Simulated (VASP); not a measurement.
Write the native input for VASP 6.6.1 that does the following.

```
Task                   : single point
Functional             : r2SCAN
Potentials or basis    : VASP PAW PBE potentials, release 64 (Zn, S)
Cutoff                 : 520 eV
k mesh                 : 8 × 8 × 8
Occupations            : gaussian, width 0.05 eV
Spin                   : no spin polarisation
Dipole correction      : no
Further INCAR settings : ALGO = Normal; EDIFF = 1e-06; NBANDS = 16
```

Crystal: ZnS.

```xyz
2
Lattice="-0.1293 2.6416 2.6416 2.6416 -0.1293 2.6416 2.6416 2.6416 -0.1293" Properties=species:S:1:pos:R:3 pbc="T T T"
Zn    0.0000    0.0000    0.0000
S     3.8654    3.8654    3.8654
```

This cell differs from its parent crystal: ratio of the length along [111] to the lengths across it x 0.93, volume and fractional coordinates fixed.

These files were run (other wordings do the same):

POSCAR

```
ZnS
1.0
   -0.1293074470      2.6415664171      2.6415664171
    2.6415664171     -0.1293074470      2.6415664171
    2.6415664171      2.6415664171     -0.1293074470
Zn S
1 1
Direct
    0.0000000000      0.0000000000      0.0000000000
    0.7500000000      0.7500000000      0.7500000000
```

INCAR.step1

```
ALGO     = Normal         # electronic algorithm
EDIFF    = 1E-4           # SCF threshold, eV
ENCUT    = 520            # plane-wave cutoff, eV
GGA      = PE             # functional
ISMEAR   = 0              # smearing method
LASPH    = True           # aspherical terms in the spheres
LCHARG   = False          # write CHGCAR
LREAL    = False          # projectors in reciprocal space
LWAVE    = True           # write WAVECAR
NBANDS   = 16             # bands
NELM     = 100            # most SCF steps
PREC     = Accurate       # precision mode
SIGMA    = 0.05           # smearing width, eV
```

INCAR.step2

```
ALGO     = Normal         # electronic algorithm
EDIFF    = 1E-6           # SCF threshold, eV
ENCUT    = 520            # plane-wave cutoff, eV
ISIF     = 2              # what is computed and relaxed
ISMEAR   = 0              # smearing method
ISTART   = 1            
LASPH    = True           # aspherical terms in the spheres
LCHARG   = False          # write CHGCAR
LMIXTAU  = True         
LREAL    = False          # projectors in reciprocal space
LWAVE    = False          # write WAVECAR
METAGGA  = R2SCAN         # meta-GGA
NBANDS   = 16             # bands
NELM     = 100            # most SCF steps
PREC     = Accurate       # precision mode
SIGMA    = 0.05           # smearing width, eV
```

KPOINTS

```
k-points
0
Gamma
  8 8 8
```

Potentials or basis: VASP PAW PBE potentials, release 64 (Zn, S).

Launch:

```sh
$ cat potpaw_PBE.64/Zn/POTCAR potpaw_PBE.64/S/POTCAR > POTCAR
$ cp INCAR.step1 INCAR
$ mpirun -np 1 vasp_std > vasp.out
$ cp INCAR.step2 INCAR
$ mpirun -np 1 vasp_std > vasp.out
```

It gave:

```yaml
Pressure: -0.1 GPa
Largest_force: 0.612 eV/Å
Band_gap_on_the_k_mesh: 2.46 eV, direct
```

Caveat: the PAW data sets were made with another functional, which shifts forces and pressure a little.

Wall time 100 s on 1 thread of AMD EPYC 9R45 96-Core Processor (Zen 5), on a shared host, peak memory 0.16 GiB.
